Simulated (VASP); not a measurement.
# HgTe (P4/mmm) in VASP: further runs, part 2 of 2

VASP 6.6.1. Earlier steps stand in the parts before.

**3. Single point, r2SCAN**

This run uses another cell than the first one, of 27.43 Å³/atom, 1.005 times its volume.

POSCAR

```
HgTe
1.0
    3.5953542097      0.0000000000      0.0000000000
    0.0000000000      3.5953542097      0.0000000000
    0.0000000000      0.0000000000      4.2439716715
Hg Te
1 1
Direct
    0.5000000000      0.5000000000      0.0000000000
    0.0000000000      0.0000000000      0.5000000000
```

INCAR.step1

```
SYSTEM = HgTe
PREC = Accurate ; ENCUT = 520
ISMEAR = 0 ; SIGMA = 0.1
LREAL = .False. ; LASPH = .True.
NELM = 100 ; NBANDS = 16
GGA = PE ; ALGO = Normal
EDIFF = 1E-4 ; LWAVE = .True.
LCHARG = .False.
```

INCAR.step2

```
SYSTEM = HgTe
PREC = Accurate ; ENCUT = 520
EDIFF = 1E-6 ; ISMEAR = 0
SIGMA = 0.1 ; LREAL = .False.
LASPH = .True. ; NELM = 100
ALGO = Normal ; ISIF = 2
LWAVE = .False. ; LCHARG = .True.
METAGGA = R2SCAN ; LMIXTAU = .True.
LELF = .True. ; LVHAR = .True.
NBANDS = 16 ; ISTART = 1
```

KPOINTS

```
Automatic mesh
0
Gamma
  16 16 14
  0 0 0
```

Potentials or basis: VASP PAW PBE potentials, release 64 (Hg, Te).

Run with:

```
$ cat potpaw_PBE.64/Hg/POTCAR potpaw_PBE.64/Te/POTCAR > POTCAR
$ cp INCAR.step1 INCAR
$ mpirun -np 1 vasp_std > vasp.out
$ cp INCAR.step2 INCAR
$ mpirun -np 1 vasp_std > vasp.out
```

OUTCAR:

```text
SYSTEM = HgTe
   PREC = Accurate
   ENCUT = 520
   EDIFF = 1E-6
   ISMEAR = 0
   LREAL = .False.
   LASPH = .True.
   NELM = 100
   ISIF = 2
   METAGGA = R2SCAN
   ISTART = 1

 ion  position               nearest neighbor table
   1  0.500  0.500  0.000-   2 3.31   2 3.31   2 3.31   2 3.31   2 3.31   2 3.31   2 3.31   2 3.31

   2  0.000  0.000  0.500-   1 3.31   1 3.31   1 3.31   1 3.31   1 3.31   1 3.31   1 3.31   1 3.31

  LATTYP: Found a simple tetragonal cell.
 ALAT       =     3.5953542097
 C/A-ratio  =     1.1804043285

  Lattice vectors:

 A1 = (   3.5953542097,   0.0000000000,   0.0000000000)
 A2 = (   0.0000000000,   3.5953542097,   0.0000000000)
 A3 = (   0.0000000000,   0.0000000000,   4.2439716715)

Analysis of symmetry for initial positions (statically):
=====================================================================
 Subroutine PRICEL returns:
 Original cell was already a primitive cell.

 Routine SETGRP: Setting up the symmetry group for a
 simple tetragonal supercell.

 Subroutine GETGRP returns: Found 16 space group operations
 (whereof 16 operations were pure point group operations)
 out of a pool of 16 trial point group operations.

The static configuration has the point symmetry D_4h.

Analysis of symmetry for dynamics (positions and initial velocities):
=====================================================================
 Subroutine PRICEL returns:
 Original cell was already a primitive cell.

 Routine SETGRP: Setting up the symmetry group for a
 simple tetragonal supercell.

 Subroutine GETGRP returns: Found 16 space group operations
 (whereof 16 operations were pure point group operations)
 out of a pool of 16 trial point group operations.

The dynamic configuration has the point symmetry D_4h.

 Subroutine INISYM returns: Found 16 space group operations
 (whereof 16 operations are pure point group operations),
 and found     1 'primitive' translations

----------------------------------------------------------------------------------------

                                     Primitive cell

  volume of cell :      54.8600

  direct lattice vectors                    reciprocal lattice vectors
     3.595354210  0.000000000  0.000000000     0.278136712  0.000000000  0.000000000
     0.000000000  3.595354210  0.000000000     0.000000000  0.278136712  0.000000000
     0.000000000  0.000000000  4.243971671     0.000000000  0.000000000  0.235628340

  length of vectors
     3.595354210  3.595354210  4.243971671     0.278136712  0.278136712  0.235628340

  position of ions in fractional coordinates (direct lattice)
     0.500000000  0.500000000  0.000000000
     0.000000000  0.000000000  0.500000000

  ion indices of the primitive-cell ions
   primitive index   ion index
                 1           1
                 2           2

----------------------------------------------------------------------------------------

 KPOINTS: Automatic mesh

Automatic generation of k-mesh.
 Grid dimensions read from file:
 generate k-points for:   16   16   14

 Generating k-lattice:

  Cartesian coordinates                     Fractional coordinates (reciprocal lattice)
     0.017383545  0.000000000  0.000000000     0.062500000  0.000000000  0.000000000
     0.000000000  0.017383545  0.000000000     0.000000000  0.062500000  0.000000000
     0.000000000  0.000000000  0.016830596     0.000000000  0.000000000  0.071428571

  Length of vectors
     0.017383545  0.017383545  0.016830596

  Shift w.r.t. Gamma in fractional coordinates (k-lattice)
     0.000000000  0.000000000  0.000000000

 Subroutine IBZKPT returns following result:
 ===========================================

 Found    360 irreducible k-points:

 Following reciprocal coordinates:
            Coordinates               Weight
  0.000000  0.000000  0.000000      1.000000
  0.062500  0.000000  0.000000      4.000000
  0.125000  0.000000  0.000000      4.000000
  0.187500  0.000000  0.000000      4.000000
  0.250000  0.000000  0.000000      4.000000
  0.312500  0.000000  0.000000      4.000000
[... 16 lines left out ...]
  0.437500  0.125000  0.000000      8.000000
  0.500000  0.125000  0.000000      4.000000
 [... further k-points ...]
   k-points           NKPTS =    360   k-points in BZ     NKDIM =    360   number of bands    NBANDS=     16
   number of dos      NEDOS =    301   number of ions     NIONS =      2
   total plane-waves  NPLWV =  25088
   dimension x,y,z NGX =    28 NGY =   28 NGZ =   32
   dimension x,y,z NGXF=    56 NGYF=   56 NGZF=   64
   ions per type =               1   1
   NGX,Y,Z   is equivalent  to a cutoff of  12.95, 12.95, 12.54 a.u.
   NGXF,Y,Z  is equivalent  to a cutoff of  25.89, 25.89, 25.07 a.u.
 SYSTEM =  HgTe
   PREC   = accura    normal or accurate (medium, high low for compatibility)
   ISTART =      1    job   : 0-new  1-cont  2-samecut
   ICHARG =      0    charge: 1-file 2-atom 10-const
   ISPIN  =      1    spin polarized calculation?
   LNONCOLLINEAR =      F non collinear calculations
   LSORBIT =      F    spin-orbit coupling
   LASPH  =      T    aspherical Exc in radial PAW
   ENCUT  =  520.0 eV  38.22 Ry    6.18 a.u.   6.68  6.68  7.89*2*pi/ulx,y,z
   NELM   =    100;   NELMIN=  2; NELMDL=  0     # of ELM steps
   EDIFF  = 0.1E-05   stopping-criterion for ELM
   LREAL  =      F    real-space projection
   EDIFFG = 0.1E-04   stopping-criterion for IOM
   NSW    =      0    number of steps for IOM
   IBRION =     -1    ionic relax: 0-MD 1-quasi-New 2-CG
   NFREE  =      0    steps in history (QN), initial steepest desc. (CG)
   ISIF   =      2    stress and relaxation
   ISYM   =      2    0-nonsym 1-usesym 2-fastsym
   POTIM  = 0.5000    time-step for ionic-motion
   TEBEG  =    0.0;   TEEND  =   0.0 temperature during run
   PSTRESS=    0.0 pullay stress
   NELECT =      18.0000    total number of electrons
   NUPDOWN=      -1.0000    fix difference up-down
   EMIN   =  10.00;   EMAX   =-10.00  energy-range for DOS
   EFERMI =   0.00;   METHOD = LEGACY
   ISMEAR =     0;   SIGMA  =   0.10  broadening in eV -4-tet -1-fermi 0-gaus
   EFERMI_NEDOS =   21; number of points for ismear=-14 and -15
   IALGO  =     38    algorithm
   IMIX   =      4    mixing-type and parameters
     AMIX     =   0.40;   BMIX     =  1.00
     AMIX_MAG =   1.60;   BMIX_MAG =  1.00
  volume/ion in A,a.u.               =      27.43       185.11
  Fermi-wavevector in a.u.,A,eV,Ry     =   1.129138  2.133762 17.346786  1.274953
  Thomas-Fermi vector in A             =   2.265831
   LORBIT       =      0    0 simple, 1 ext, 2 COOP (PROOUT), +10 PAW based schemes
   METAGGA = R2SCAN    functional components
   LHFCALC =     F    Hartree Fock is set to
   AEXX    =    0.0000 exact exchange contribution
   IVDW    =     0    specifies the selected vdW correction
   LEPSILON=     F    determine dielectric tensor
   LRPA    =     F    only Hartree local field effects (RPA)
 non-spin polarized calculation
 Gauss-broadening in eV      SIGMA  =   0.10
  energy-cutoff  :      520.00
  volume of cell :       54.86
 maximum number of plane-waves:      1500
 NGX is ok and might be reduce to    28
   NGX = 13   NGY = 13   NGZ = 15

 number of electron      18.0000002 magnetization

 Free energy of the ion-electron system (eV)
  ---------------------------------------------------
  ext. energy  EPLUGINS =         0.00000000
  ---------------------------------------------------
  free energy    TOTEN  =       -74.22347049 eV

  energy without entropy =      -74.21800071  energy(sigma->0) =      -74.22073560

 E-fermi :   4.5895     XC(G=0): -10.6868

 val. band max:        4.5810011374   @ k =   0.3750   0.1250   0.1429
 cond. band min:       4.5971525378   @ k =   0.0625   0.0625   0.2143
 fundamental gap:      0.0161514005
 Fermi energy:         4.5894650108

 k-point     1 :       0.0000    0.0000    0.0000
  band No.  band energies     occupation
      1      -8.1296      2.00000
      2      -2.3497      2.00000
      3      -2.2415      2.00000
      4      -1.8087      2.00000
      5      -1.8087      2.00000
      6      -1.6791      2.00000
[... 8 lines left out ...]
     15      15.1718      0.00000
     16      17.8344      0.00000
[... 419 lines left out ...]
 k-point    24 :       0.5000    0.1250    0.0000
  band No.  band energies     occupation
      1      -6.6826      2.00000
      2      -2.5044      2.00000
      3      -2.2810      2.00000
      4      -2.1312      2.00000
      5      -1.9751      2.00000
      6      -1.8223      2.00000
[... 8 lines left out ...]
     15      16.6079      0.00000
     16      16.9661      0.00000

 [... further k-points ...]
[... 5 lines left out ...]
  --------------------------------------------------------------------------------------
  -------------------------------------------------------------------------------------
  Total        0.0334515      0.0334515      0.0621400      0.0000000      0.0000000      0.0000000
  in kB        0.9769445      0.9769445      1.8147890      0.0000000      0.0000000      0.0000000
  external PRESSURE =       1.2562260 kB  Pullay stress =       0.0000000 kB

 VOLUME and BASIS-vectors are now :
 -----------------------------------------------------------------------------
  energy-cutoff  :      520.00
  volume of cell :       54.86
      direct lattice vectors                 reciprocal lattice vectors
     3.595354210  0.000000000  0.000000000     0.278136712  0.000000000  0.000000000
     0.000000000  3.595354210  0.000000000     0.000000000  0.278136712  0.000000000
     0.000000000  0.000000000  4.243971671     0.000000000  0.000000000  0.235628340

 POSITION                                       TOTAL-FORCE (eV/Angst)
 -----------------------------------------------------------------------------------
      1.79768      1.79768      0.00000         0.000000      0.000000      0.000000
      0.00000      0.00000      2.12199         0.000000      0.000000      0.000000
 -----------------------------------------------------------------------------------
    total drift:                                0.000000      0.000000     -0.000000

  FREE ENERGIE OF THE ION-ELECTRON SYSTEM (eV)
  ---------------------------------------------------
  free  energy   TOTEN  =       -74.2234704933 eV

  energy  without entropy=      -74.2180007126  energy(sigma->0) =      -74.22073560
```

It took 21 min on 1 thread of AMD EPYC 7R13, shared host; peak memory 0.41 GiB.

What came out:

```
Free energy            : -74.2235 eV
Pressure               : 0.1 GPa
Band gap on the k mesh : zero (band 9 reaches 5.95 eV, above the bottom of band 10 at 3.06 eV)
```

Stress tensor (GPa, compression positive):
```
0.10 0.00 0.00
0.00 0.10 0.00
0.00 0.00 0.18
```

Levels at points of the mesh, in eV from the Fermi level:
```csv
k point,band 7,band 8,band 9,band 10,band 11,band 12
"(0.00, 0.00, 0.00)",-2.37,-2.35,-0.10,-0.10,6.14,6.48
"(0.50, 0.00, 0.00)",-5.28,-0.12,1.36,1.73,2.81,4.29
"(0.50, 0.50, 0.00)",-4.04,-4.04,-1.97,-0.10,5.81,5.81
"(0.00, 0.00, 0.50)",-6.07,0.93,0.93,3.22,4.47,6.44
"(0.50, 0.00, 0.50)",-4.66,-3.80,-2.98,1.23,7.46,8.18
"(0.50, 0.50, 0.50)",-2.13,-2.13,-0.84,-0.82,1.61,1.61
```

Caveat: the PAW data sets were made with another functional, which shifts forces and pressure a little; spin-orbit coupling is left out, which moves the levels of the heavy elements.
